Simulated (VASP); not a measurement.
A run of VASP 6.6.1:

The input INCAR:

```
SYSTEM = Yb
PREC = Accurate
ENCUT = 520
EDIFF = 1E-8
ISMEAR = -1
SIGMA = 0.05
LREAL = .FALSE.
LASPH = .TRUE.
NELM = 80
ALGO = Normal
ISIF = 2
LWAVE = .FALSE.
LCHARG = .FALSE.
GGA = PS
LEFG = .TRUE.
NBANDS = 18
```

KPOINTS

```
Automatic mesh
0
G
  12 12 12
  0 0 0
```

POSCAR

```
Yb
1.0
   -2.1079364751      2.1079364751      2.1079364751
    2.1079364751     -2.1079364751      2.1079364751
    2.1079364751      2.1079364751     -2.1079364751
Yb
1
Direct
    0.0000000000      0.0000000000      0.0000000000
```

Potentials or basis: VASP PAW PBE potentials, release 64 (Yb).

Run with:

```console
$ cat potpaw_PBE.64/Yb/POTCAR > POTCAR
$ mpirun -np 1 vasp_std > vasp.out
```

Hardware: 1 thread of AMD EPYC 7R13, with other jobs on the host.

Problem. How long does it take, and how much memory?

Solution. It took 4.4 min on 1 thread of AMD EPYC 7R13 (shared host), peak memory 0.18 GiB. Counts: scf iterations 39, k points 72.
